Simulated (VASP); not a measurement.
# Rh (Fm-3m) in VASP: notebook

Aim: see how the results for Rh move with the level of theory and the settings. Levels: LDA, revPBE+D3(BJ). Tasks: single point.

Program: VASP 6.6.1. These are calculated values, not measurements. Logs are shortened: lines on timing, memory, paths and dates and some standing lists are left out, and cuts for length are marked.

## (1) The cell of the first run

It takes space group Fm-3m (No. 225, cubic). Conventional cell: a = 3.769 Å, b = 3.769 Å, c = 3.769 Å, α = 90.00°, β = 90.00°, γ = 90.00°. Rh (site symmetry m-3m) has 12 Rh at 2.67 Å within 3.5 Å.

## (2) Single point, LDA

Contents of INCAR:

```
SYSTEM = Rh
  ALGO = Normal
  EDIFF = 1E-7
  ENCUT = 520
  GGA = CA
  ISIF = 2
  ISMEAR = -1
  LASPH = .TRUE.
  LCHARG = .FALSE.
  LREAL = .FALSE.
  LWAVE = .FALSE.
  NBANDS = 14
  NELM = 100
  PREC = Accurate
  SIGMA = 0.3
```

Contents of KPOINTS:

```
k-points
0
G
  15 15 15
  0 0 0
```

Contents of POSCAR:

```
Rh
1.0
    0.0000000000      1.8845239765      1.8845239765
    1.8845239765      0.0000000000      1.8845239765
    1.8845239765      1.8845239765      0.0000000000
Rh
1
Direct
    0.0000000000      0.0000000000      0.0000000000
```

Potentials or basis: VASP PAW LDA potentials, release 64 (Rh_pv).

Launch:

```sh
cat potpaw_LDA.64/Rh_pv/POTCAR > POTCAR
mpirun -np 1 vasp_std > vasp.out
```

OUTCAR:

```text
SYSTEM = Rh
   EDIFF = 1E-7
   ENCUT = 520
   GGA = CA
   ISIF = 2
   ISMEAR = -1
   LASPH = .TRUE.
   LREAL = .FALSE.
   NELM = 100
   PREC = Accurate

 ion  position               nearest neighbor table
   1  0.000  0.000  0.000-

  LATTYP: Found a face centered cubic cell.
 ALAT       =     3.7690479530

  Lattice vectors:

 A1 = (   0.0000000000,   1.8845239765,   1.8845239765)
 A2 = (   1.8845239765,   0.0000000000,   1.8845239765)
 A3 = (   1.8845239765,   1.8845239765,   0.0000000000)

Analysis of symmetry for initial positions (statically):
=====================================================================
 Subroutine PRICEL returns:
 Original cell was already a primitive cell.

 Routine SETGRP: Setting up the symmetry group for a
 face centered cubic supercell.

 Subroutine GETGRP returns: Found 48 space group operations
 (whereof 48 operations were pure point group operations)
 out of a pool of 48 trial point group operations.

The static configuration has the point symmetry O_h .

Analysis of symmetry for dynamics (positions and initial velocities):
=====================================================================
 Subroutine PRICEL returns:
 Original cell was already a primitive cell.

 Routine SETGRP: Setting up the symmetry group for a
 face centered cubic supercell.

 Subroutine GETGRP returns: Found 48 space group operations
 (whereof 48 operations were pure point group operations)
 out of a pool of 48 trial point group operations.

The dynamic configuration has the point symmetry O_h .

 Subroutine INISYM returns: Found 48 space group operations
 (whereof 48 operations are pure point group operations),
 and found     1 'primitive' translations

----------------------------------------------------------------------------------------

                                     Primitive cell

  volume of cell :      13.3855

  direct lattice vectors                    reciprocal lattice vectors
     0.000000000  1.884523976  1.884523976    -0.265318991  0.265318991  0.265318991
     1.884523976  0.000000000  1.884523976     0.265318991 -0.265318991  0.265318991
     1.884523976  1.884523976  0.000000000     0.265318991  0.265318991 -0.265318991

  length of vectors
     2.665119366  2.665119366  2.665119366     0.459545973  0.459545973  0.459545973

  position of ions in fractional coordinates (direct lattice)
     0.000000000  0.000000000  0.000000000

  ion indices of the primitive-cell ions
   primitive index   ion index
                 1           1

[... 77 lines left out ...]
   ISIF   =      2    stress and relaxation
   ISYM   =      2    0-nonsym 1-usesym 2-fastsym
   POTIM  = 0.5000    time-step for ionic-motion
   TEBEG  =    0.0;   TEEND  =   0.0 temperature during run
   PSTRESS=    0.0 pullay stress
   NELECT =      15.0000    total number of electrons
   NUPDOWN=      -1.0000    fix difference up-down
   EMIN   =  10.00;   EMAX   =-10.00  energy-range for DOS
   EFERMI =   0.00;   METHOD = LEGACY
   ISMEAR =    -1;   SIGMA  =   0.30  broadening in eV -4-tet -1-fermi 0-gaus
   EFERMI_NEDOS =   21; number of points for ismear=-14 and -15
   IALGO  =     38    algorithm
   IMIX   =      4    mixing-type and parameters
     AMIX     =   0.40;   BMIX     =  1.00
     AMIX_MAG =   1.60;   BMIX_MAG =  1.00
  volume/ion in A,a.u.               =      13.39        90.33
  Fermi-wavevector in a.u.,A,eV,Ry     =   1.700436  3.213358 39.341002  2.891482
  Thomas-Fermi vector in A             =   2.780571
   LORBIT       =      0    0 simple, 1 ext, 2 COOP (PROOUT), +10 PAW based schemes
   GGA     = CA    functional components
   LHFCALC =     F    Hartree Fock is set to
   AEXX    =    0.0000 exact exchange contribution
   IVDW    =     0    specifies the selected vdW correction
   LEPSILON=     F    determine dielectric tensor
   LRPA    =     F    only Hartree local field effects (RPA)
 non-spin polarized calculation
  energy-cutoff  :      520.00
  volume of cell :       13.39
 maximum number of plane-waves:       370
   NGX =  9   NGY =  9   NGZ =  9

 number of electron      15.0000005 magnetization

 Free energy of the ion-electron system (eV)
  ---------------------------------------------------
  ext. energy  EPLUGINS =         0.00000000
  ---------------------------------------------------
  free energy    TOTEN  =        -8.87452697 eV

  energy without entropy =       -8.49506497  energy(sigma->0) =       -8.68479597

 E-fermi :  12.1893     XC(G=0): -14.5205

 val. band max:       12.1702847959   @ k =  -0.3333   0.3333   0.0000
 cond. band min:      12.2224915540   @ k =  -0.3333   0.2667   0.0667
 fundamental gap:      0.0522067581
 Fermi energy:        12.1893377959

 k-point     1 :       0.0000    0.0000    0.0000
  band No.  band energies     occupation
      1     -33.9658      2.00000
      2     -33.9658      2.00000
      3     -33.9658      2.00000
      4       3.9841      2.00000
      5       8.9942      1.99995
      6       8.9942      1.99995
      7       8.9942      1.99995
      8      11.2042      1.92773
      9      11.2042      1.92773
     10      28.1398      0.00000
     11      32.5386      0.00000
     12      33.6893      0.00000
     13      33.6893      0.00000
     14      33.6893      0.00000
[... 377 lines left out ...]
      1     -34.1996      2.00000
      2     -34.0416      2.00000
      3     -34.0347      2.00000
      4       5.4665      2.00000
      5       8.1164      2.00000
      6       9.6677      1.99955
      7       9.7474      1.99942
      8      10.4760      1.99340
      9      11.5803      1.76787
     10      30.2459      0.00000
     11      30.7114      0.00000
     12      32.5392      0.00000
     13      33.5403      0.00000
     14      34.0415      0.00000

 [... further k-points ...]
[... 5 lines left out ...]
  --------------------------------------------------------------------------------------
  -------------------------------------------------------------------------------------
  Total        0.0738558      0.0738558      0.0738558      0.0000000      0.0000000      0.0000000
  in kB        8.8401646      8.8401646      8.8401646      0.0000000      0.0000000      0.0000000
  external PRESSURE =       8.8401646 kB  Pullay stress =       0.0000000 kB

 VOLUME and BASIS-vectors are now :
 -----------------------------------------------------------------------------
  energy-cutoff  :      520.00
  volume of cell :       13.39
      direct lattice vectors                 reciprocal lattice vectors
     0.000000000  1.884523976  1.884523976    -0.265318991  0.265318991  0.265318991
     1.884523976  0.000000000  1.884523976     0.265318991 -0.265318991  0.265318991
     1.884523976  1.884523976  0.000000000     0.265318991  0.265318991 -0.265318991

 POSITION                                       TOTAL-FORCE (eV/Angst)
 -----------------------------------------------------------------------------------
      0.00000      0.00000      0.00000         0.000000      0.000000      0.000000
 -----------------------------------------------------------------------------------
    total drift:                               -0.000000     -0.000000     -0.000000

  FREE ENERGIE OF THE ION-ELECTRON SYSTEM (eV)
  ---------------------------------------------------
  free  energy   TOTEN  =        -8.8745269704 eV

  energy  without entropy=       -8.4950649678  energy(sigma->0) =       -8.68479597
```

OSZICAR:

```text
N       E                     dE             d eps       ncg     rms          rms(c)
DAV:   1     0.120022931589E+03    0.12002E+03   -0.86393E+03  3366   0.115E+03
DAV:   2    -0.785668314067E+01   -0.12788E+03   -0.12207E+03  3648   0.344E+02
DAV:   3    -0.941745971696E+01   -0.15608E+01   -0.15583E+01  4092   0.421E+01
DAV:   4    -0.942311733171E+01   -0.56576E-02   -0.56575E-02  3762   0.258E+00
DAV:   5    -0.942316544905E+01   -0.48117E-04   -0.48115E-04  3990   0.210E-01    0.116E+01
DAV:   6    -0.890113954160E+01    0.52203E+00   -0.84825E-01  3510   0.128E+01    0.417E+00
DAV:   7    -0.887975002879E+01    0.21390E-01   -0.16506E-02  3846   0.153E+00    0.196E+00
DAV:   8    -0.887465772346E+01    0.50923E-02   -0.43833E-03  3558   0.928E-01    0.205E-01
DAV:   9    -0.887452116207E+01    0.13656E-03   -0.14197E-04  3516   0.169E-01    0.469E-02
DAV:  10    -0.887452702036E+01   -0.58583E-05   -0.29970E-06  3720   0.203E-02    0.234E-03
DAV:  11    -0.887452697039E+01    0.49968E-07   -0.17413E-07  3074   0.573E-03
   1 F= -.88745270E+01 E0= -.86847960E+01  d E =-.379462E+00
```

stdout:

```text
POSCAR found type information on POSCAR Rh
 POSCAR found :  1 types and       1 ions
 scaLAPACK will be used
 LDA part: xc-table for (Slater(with rela. corr.)+CA(PZ))
 , standard interpolation
 POSCAR, INCAR and KPOINTS ok, starting setup
 FFT: planning ... GRIDC
 FFT: planning ... GRID_SOFT
 FFT: planning ... GRID
 WAVECAR not read
 entering main loop
```

It took 17 s on 1 thread of AMD EPYC 7R43 (Zen 3), shared host; peak memory 0.1 GiB.

Results:

```yaml
Free_energy: -8.8745 eV
Pressure: 0.9 GPa
```

## (3) Single point, revPBE+D3(BJ)

This run uses another cell than the first one, of 13.64 Å³/atom, 1.019 times its volume.

Contents of INCAR:

```
SYSTEM = Rh
  ALGO = Normal
  EDIFF = 1E-6
  ENCUT = 520
  GGA = RE
  ISIF = 2
  ISMEAR = -1
  IVDW = 12
  LASPH = .TRUE.
  LCHARG = .TRUE.
  LELF = .TRUE.
  LREAL = .FALSE.
  LVHAR = .TRUE.
  LWAVE = .FALSE.
  NBANDS = 14
  NELM = 80
  PREC = Accurate
  SIGMA = 0.3
```

KPOINTS is that of step 2.

Contents of POSCAR:

```
Rh
1.0
    0.0000000000      1.8964259421      1.8964259421
    1.8964259421      0.0000000000      1.8964259421
    1.8964259421      1.8964259421      0.0000000000
Rh
1
Direct
    0.0000000000      0.0000000000      0.0000000000
```

Potentials or basis: VASP PAW PBE potentials, release 64 (Rh_pv).

Launch:

```sh
cat potpaw_PBE.64/Rh_pv/POTCAR > POTCAR
mpirun -np 1 vasp_std > vasp.out
```

Wall time 16 s (1 thread of AMD EPYC 7R43 (Zen 3), shared host); peak memory 0.11 GiB.

The run converged. Its results:

```
Free energy                : -8.1702 eV
Pressure                   : 0.3 GPa
Dispersion energy per atom : -1.241 eV
```

Levels at points of the mesh, in eV from the Fermi level:
```
           k point  band 3  band 4  band 5  band 6  band 7  band 8  band 9  band 10  band 11  band 12
(0.00, 0.00, 0.00)  -46.34   -7.97   -3.06   -3.06   -3.06   -0.96   -0.96    16.02    20.63    21.53
```

Caveat: the PAW data sets were made with another functional, which shifts forces and pressure a little; pairwise dispersion overbinds metals, which lowers pressure and volume.
